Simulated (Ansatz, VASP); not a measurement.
HfB2: VASP beside Ansatz

```
CELL_PARAMETERS angstrom
3.14511 0.00000 0.00000
-1.57255 2.72374 0.00000
0.00000 0.00000 3.48738
ATOMIC_POSITIONS crystal
Hf 0.00000 0.00000 0.00000
B 0.33333 0.66667 0.50000
B 0.66667 0.33333 0.50000
```

Alike in both runs: task single point; functional PBE; k mesh 13 × 13 × 10; occupations fermi-dirac, width 0.05 eV; no spin polarisation.

```csv
,VASP,Ansatz
version,VASP 6.6.1,Ansatz 0.2.0
potentials or method,"VASP PAW PBE potentials, release 64 (Hf_pv, B)","PAW with Ansatz's default frozen-core files, scalar-relativistic"
plane-wave cutoff (eV),520,420
valence electrons in the cell,16,32
```

VASP gave:

| Quantity | Value |
| --- | --- |
| pressure (GPa) | -0.4 |
| traceless stress, the component that is largest in VASP (GPa) | 0.18 |

Q: Which values does Ansatz return?

A: Pressure (GPa): 0.0; traceless stress, the component that is largest in VASP (GPa): 0.00.

VASP's potentials hold 16 valence electrons a cell and Ansatz's 32, so a difference there can come from the potentials and not from the codes.

Spin-orbit coupling is off throughout.
